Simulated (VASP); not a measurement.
# Si96C95 (a cell with a defect) in VASP: single point with PBEsol

Aim: the single point of Si96C95 (a cell with a defect) with PBEsol.

Program: VASP 6.6.1. These are calculated values, not measurements. Logs are shortened: lines on timing, memory, paths and dates and some standing lists are left out, and cuts for length are marked.

## (1) The cell of the first run

The cell holds a defect, 191 atoms: a = 12.312 Å, b = 15.994 Å, c = 10.076 Å, α = 90.00°, β = 90.00°, γ = 90.00°.

## (2) Single point, PBEsol

INCAR reads:

```
SYSTEM = Si96C95
PREC = Accurate ; ENCUT = 520
EDIFF = 1E-6 ; ISMEAR = -1
SIGMA = 0.05 ; LREAL = Auto
LASPH = .TRUE. ; NELM = 80
ALGO = Normal ; ISIF = 2
LWAVE = .FALSE. ; LCHARG = .TRUE.
GGA = PS ; LELF = .TRUE.
LVHAR = .TRUE. ; NELECT = 762.0
ISYM = 0 ; NBANDS = 483
LUSENCCL = .FALSE.
```

KPOINTS reads:

```
Automatic mesh
0
Gamma
  1 1 1
  0.25 0.25 0.25
```

POSCAR reads:

```
Si96C95
1.0
   12.3122720000      0.0000000000      0.0000000000
    0.0000000000     15.9941100000      0.0000000000
    0.0000000000      0.0000000000     10.0759470000
Si C
96 95
Direct
    0.9999970000      0.9996640000      0.4997830000
    0.2500410000      0.9997710000      0.4998290000
    0.1247340000      0.1662360000      0.4998820000
    0.0000060000      0.3328810000      0.5000080000
    0.4999730000      0.9996080000      0.4998080000
    0.3750960000      0.1654630000      0.5003980000
[... 183 lines left out ...]
    0.8748900000      0.7220360000      0.9377980000
    0.7499340000      0.8888350000      0.9377430000
```

Potentials or basis: VASP PAW PBE potentials, release 64 (Si, C).

Command:

```bash
cat potpaw_PBE.64/Si/POTCAR potpaw_PBE.64/C/POTCAR > POTCAR
mpirun -np 1 vasp_std > vasp.out
```

OUTCAR:

```text
SYSTEM = Si96C95
   PREC = Accurate
   ENCUT = 520
   EDIFF = 1E-6
   ISMEAR = -1
   LREAL = Auto
   LASPH = .TRUE.
   NELM = 80
   ISIF = 2
   GGA = PS
   NELECT = 762.0
   ISYM = 0

 ion  position               nearest neighbor table
   1  1.000  1.000  0.500- 167 1.88 158 1.88 145 1.89 121 1.89  24 3.07  15 3.07  16 3.07   3 3.08
                             2 3.08  10 3.08  60 3.08  39 3.08  49 3.08  25 3.08  48 3.08  61 3.08
   2  0.250  1.000  0.500- 163 1.88 158 1.88 122 1.89 146 1.89   6 3.06  20 3.07  15 3.08   3 3.08
                             5 3.08   1 3.08  66 3.08  44 3.08  51 3.08  39 3.08  49 3.08  26 3.08
   3  0.125  0.166  0.500- 145 1.88 146 1.88 123 1.89 147 1.89   7 3.07  16 3.07   1 3.08   4 3.08
                             2 3.08  49 3.08  50 3.08  52 3.08   6 3.08  25 3.08  27 3.08  26 3.09
   4  0.000  0.333  0.500- 147 1.88 159 1.88 124 1.89 148 1.89   7 3.06  17 3.06   3 3.08  16 3.08
                            53 3.08  67 3.08  50 3.08  27 3.08  40 3.08   8 3.09  21 3.09  28 3.09
   5  0.500  1.000  0.500- 166 1.88 163 1.88 125 1.89 149 1.89   6 3.07  11 3.07  23 3.07  20 3.07
                            10 3.08   2 3.08  70 3.08  47 3.08  44 3.08  55 3.08  51 3.08  29 3.09
   6  0.375  0.165  0.500- 149 1.88 146 1.88 126 1.88 150 1.92  12 3.00   2 3.06   5 3.07  51 3.07
                            11 3.08  56 3.08   3 3.08  29 3.08  52 3.09  26 3.09   7 3.09  30 3.10
   7  0.249  0.333  0.501- 147 1.87 127 1.88 150 1.89 151 1.89   4 3.06   3 3.07  53 3.07  52 3.08
                            57 3.08  27 3.09   6 3.09   8 3.10  12 3.10  13 3.10  30 3.10  31 3.10
   8  0.124  0.501  0.500- 152 1.87 128 1.88 148 1.88 151 1.92  13 3.00  21 3.05   9 3.07  54 3.07
                            14 3.08  58 3.08  32 3.09   4 3.09  53 3.09  28 3.09   7 3.10  31 3.10
   9  1.000  0.667  0.500- 153 1.88 129 1.89 164 1.89 152 1.89  22 3.06  14 3.06   8 3.07  21 3.07
                            15 3.07  24 3.07  33 3.08  59 3.08  71 3.08  45 3.09  32 3.09  54 3.09
  10  0.750  1.000  0.500- 167 1.88 166 1.88 130 1.89 154 1.89  11 3.06  23 3.07  24 3.08  16 3.08
                             5 3.08   1 3.08  72 3.08  47 3.08  55 3.08  61 3.08  48 3.08  34 3.08
  11  0.625  0.165  0.500- 149 1.88 154 1.88 131 1.88 155 1.92  12 3.00  10 3.06   5 3.07  55 3.07
                             6 3.08  56 3.08  16 3.08  29 3.09  62 3.09  34 3.09  17 3.09  35 3.10
  12  0.500  0.327  0.503- 155 1.85 150 1.85 132 1.85  11 3.00   6 3.00  56 3.01  63 3.09  57 3.09
                            17 3.09   7 3.10  35 3.10  30 3.10
  13  0.368  0.503  0.503- 156 1.85 151 1.85 133 1.86   8 3.00  14 3.00  58 3.01  64 3.09  57 3.10
                            19 3.10   7 3.10  37 3.10  31 3.10
  14  0.249  0.667  0.500- 157 1.87 152 1.88 134 1.88 156 1.92  13 3.00   9 3.06  15 3.07  59 3.07
                             8 3.08  58 3.08  20 3.08  32 3.09  65 3.09  38 3.09  19 3.09  37 3.10
  15  0.125  0.833  0.500- 158 1.88 153 1.88 135 1.89 157 1.89  14 3.07   9 3.07   1 3.07   2 3.08
                            24 3.08  20 3.08  59 3.08  60 3.08  33 3.08  66 3.08  39 3.08  38 3.08
  16  0.875  0.166  0.500- 145 1.88 154 1.88 136 1.89 159 1.89  17 3.07   3 3.07   1 3.07   4 3.08
                            10 3.08  50 3.08  61 3.08  25 3.08  11 3.08  62 3.08  40 3.08  34 3.09
  17  0.751  0.333  0.501- 159 1.87 137 1.88 155 1.89 160 1.89   4 3.06  16 3.07  67 3.07  62 3.07
                            63 3.08  40 3.09  11 3.09  21 3.09  12 3.09  18 3.10  35 3.10  41 3.10
  18  0.632  0.503  0.503- 161 1.85 160 1.85 138 1.86  21 3.00  22 3.01  68 3.01  64 3.10  63 3.10
                            19 3.10  17 3.10  41 3.10  42 3.10
  19  0.500  0.668  0.501- 162 1.87 139 1.88 156 1.89 161 1.89  20 3.06  23 3.06  69 3.07  65 3.07
                            64 3.08  43 3.09  14 3.09  22 3.09  13 3.10  18 3.10  37 3.10  42 3.10
  20  0.375  0.834  0.500- 163 1.88 157 1.88 162 1.89 140 1.89  19 3.06   5 3.07   2 3.07  23 3.08
                            15 3.08  65 3.08  14 3.08  70 3.08  44 3.08  66 3.08  43 3.08  38 3.09
  21  0.876  0.501  0.500- 164 1.87 141 1.88 148 1.89 160 1.92  18 3.00   8 3.05   9 3.07  54 3.07
                            22 3.07  68 3.08  45 3.09   4 3.09  67 3.09  28 3.09  17 3.09  41 3.10
[... 243 lines left out ...]
 190  0.875  0.722  0.938-  94 1.88  81 1.88  96 1.89  71 1.89
 191  0.750  0.889  0.938-  95 1.88  96 1.88  82 1.88  72 1.89

IMPORTANT INFORMATION: All symmetrisations will be switched off!
NOSYMM: (Re-)initialisation of all symmetry stuff for point group C_1.

----------------------------------------------------------------------------------------

                                     Primitive cell

  volume of cell :    1984.1941

  direct lattice vectors                    reciprocal lattice vectors
    12.312272000  0.000000000  0.000000000     0.081219778  0.000000000  0.000000000
     0.000000000 15.994110000  0.000000000     0.000000000  0.062523016  0.000000000
     0.000000000  0.000000000 10.075947000     0.000000000  0.000000000  0.099246254

  length of vectors
    12.312272000 15.994110000 10.075947000     0.081219778  0.062523016  0.099246254

  position of ions in fractional coordinates (direct lattice)
     0.999997000  0.999664000  0.499783000
     0.250041000  0.999771000  0.499829000
     0.124734000  0.166236000  0.499882000
     0.000006000  0.332881000  0.500008000
     0.499973000  0.999608000  0.499808000
     0.375096000  0.165463000  0.500398000
[... 103 lines left out ...]
     0.249981000  0.666489000  0.187091000
     0.124975000  0.833163000  0.187103000
   k-points           NKPTS =      4   k-points in BZ     NKDIM =      4   number of bands    NBANDS=    483
   number of dos      NEDOS =    301   number of ions     NIONS =    191
   total plane-waves  NPLWV = 921600
   dimension x,y,z NGX =    96 NGY =  120 NGZ =   80
   dimension x,y,z NGXF=   192 NGYF=  240 NGZF=  160
   ions per type =              96  95
   NGX,Y,Z   is equivalent  to a cutoff of  12.96, 12.47, 13.20 a.u.
   NGXF,Y,Z  is equivalent  to a cutoff of  25.92, 24.95, 26.40 a.u.
 SYSTEM =  Si96C95
   PREC   = accura    normal or accurate (medium, high low for compatibility)
   ISTART =      0    job   : 0-new  1-cont  2-samecut
   ICHARG =      2    charge: 1-file 2-atom 10-const
   ISPIN  =      1    spin polarized calculation?
   LNONCOLLINEAR =      F non collinear calculations
   LSORBIT =      F    spin-orbit coupling
   LASPH  =      T    aspherical Exc in radial PAW
   ENCUT  =  520.0 eV  38.22 Ry    6.18 a.u.  22.89 29.74 18.73*2*pi/ulx,y,z
   NELM   =     80;   NELMIN=  2; NELMDL= -5     # of ELM steps
   EDIFF  = 0.1E-05   stopping-criterion for ELM
   LREAL  =      T    real-space projection
   EDIFFG = 0.1E-04   stopping-criterion for IOM
   NSW    =      0    number of steps for IOM
   IBRION =     -1    ionic relax: 0-MD 1-quasi-New 2-CG
   NFREE  =      0    steps in history (QN), initial steepest desc. (CG)
   ISIF   =      2    stress and relaxation
   ISYM   =      0    0-nonsym 1-usesym 2-fastsym
   POTIM  = 0.5000    time-step for ionic-motion
   TEBEG  =    0.0;   TEEND  =   0.0 temperature during run
   PSTRESS=    0.0 pullay stress
   NELECT =     762.0000    total number of electrons
   NUPDOWN=      -1.0000    fix difference up-down
   EMIN   =  10.00;   EMAX   =-10.00  energy-range for DOS
   EFERMI =   0.00;   METHOD = LEGACY
   ISMEAR =    -1;   SIGMA  =   0.05  broadening in eV -4-tet -1-fermi 0-gaus
   EFERMI_NEDOS =   21; number of points for ismear=-14 and -15
   IALGO  =     38    algorithm
   IMIX   =      4    mixing-type and parameters
     AMIX     =   0.40;   BMIX     =  1.00
     AMIX_MAG =   1.60;   BMIX_MAG =  1.00
  volume/ion in A,a.u.               =      10.39        70.10
  Fermi-wavevector in a.u.,A,eV,Ry     =   1.189958  2.248695 19.265862  1.416001
  Thomas-Fermi vector in A             =   2.326054
   LORBIT       =      0    0 simple, 1 ext, 2 COOP (PROOUT), +10 PAW based schemes
   GGA     = PS    functional components
   LHFCALC =     F    Hartree Fock is set to
   AEXX    =    0.0000 exact exchange contribution
   IVDW    =     0    specifies the selected vdW correction
   LEPSILON=     F    determine dielectric tensor
   LRPA    =     F    only Hartree local field effects (RPA)
 non-spin polarized calculation
  energy-cutoff  :      520.00
  volume of cell :     1984.19
 maximum number of plane-waves:     53408
 NGX is ok and might be reduce to    96
   NGX = 45   NGY = 59   NGZ = 37

 number of electron     762.0000005 magnetization

 Free energy of the ion-electron system (eV)
  ---------------------------------------------------
  ext. energy  EPLUGINS =         0.00000000
  ---------------------------------------------------
  free energy    TOTEN  =     -1533.12767938 eV

  energy without entropy =    -1533.12767912  energy(sigma->0) =    -1533.12767925

 E-fermi :   8.8177     XC(G=0): -11.4767

 val. band max:        7.9912622276   @ k =   0.2500  -0.2500  -0.2500
 cond. band min:       9.6388204042   @ k =   0.2500  -0.2500  -0.2500
 fundamental gap:      1.6475581765
 Fermi energy:         8.8176662713

 k-point     1 :       0.2500    0.2500    0.2500
  band No.  band energies     occupation
      1      -7.2565      2.00000
      2      -6.9804      2.00000
      3      -6.8542      2.00000
      4      -6.6588      2.00000
      5      -6.5782      2.00000
      6      -6.5121      2.00000
[... 1573 lines left out ...]
    392      11.2116      0.00000
    393      11.2465      0.00000
 [bands above 393 left out]

------------------------ aborting loop because EDIFF is reached ----------------------------------------

  FORCE on cell =-STRESS in cart. coord.  units (eV):
  Direction    XX          YY          ZZ          XY          YZ          ZX
  --------------------------------------------------------------------------------------
  -------------------------------------------------------------------------------------
  Total      -19.0889424    -18.5848437    -19.4073878     -0.0090128      0.0000569     -0.0162370
  in kB      -15.4137495    -15.0067048    -15.6708846     -0.0072775      0.0000459     -0.0131109
  external PRESSURE =     -15.3637796 kB  Pullay stress =       0.0000000 kB

 VOLUME and BASIS-vectors are now :
 -----------------------------------------------------------------------------
  energy-cutoff  :      520.00
  volume of cell :     1984.19
      direct lattice vectors                 reciprocal lattice vectors
    12.312272000  0.000000000  0.000000000     0.081219778  0.000000000  0.000000000
     0.000000000 15.994110000  0.000000000     0.000000000  0.062523016  0.000000000
     0.000000000  0.000000000 10.075947000     0.000000000  0.000000000  0.099246254

 POSITION                                       TOTAL-FORCE (eV/Angst)
 -----------------------------------------------------------------------------------
     12.31224     15.98874      5.03579        -0.000302      0.005546     -0.000142
      3.07857     15.99045      5.03625        -0.001792      0.010177     -0.000136
      1.53576      2.65880      5.03678        -0.004507      0.006069      0.002574
      0.00007      5.32414      5.03805        -0.006957      0.000453      0.003419
      6.15580     15.98784      5.03604        -0.002688      0.006581     -0.000424
      4.61828      2.64643      5.04198        -0.001356      0.012680      0.000746
[... 183 lines left out ...]
     10.77188     11.54832      9.44920         0.003633      0.000920      0.003450
      9.23339     14.21612      9.44865         0.001693     -0.001099      0.003400
 -----------------------------------------------------------------------------------
    total drift:                                0.078997     -0.078219     -0.272351

  FREE ENERGIE OF THE ION-ELECTRON SYSTEM (eV)
  ---------------------------------------------------
  free  energy   TOTEN  =     -1533.1276793776 eV

  energy  without entropy=    -1533.1276791173  energy(sigma->0) =    -1533.12767925
```

Wall time 8.2 min (1 × NVIDIA H100 80GB with 1 thread of AMD EPYC 7R13 (Zen 3), shared host); peak memory 3.5 GiB.

What came out:

```
Free energy   : -1533.1277 eV
Largest force : 0.039 eV/Å
```

Levels at points of the mesh, in eV from the Fermi level:
```tsv
k point	band 379	band 380	band 381	band 382	band 383	band 384
(0.25, 0.25, 0.25)	-1.08	-0.93	-0.83	0.82	1.08	1.13
```

Caveat: the cell carries a net charge on a neutralising background, which shifts energy and pressure; the cell is charged against a uniform background, so pressure and absolute levels hang on convention; the PAW data sets were made with another functional, which shifts forces and pressure a little.
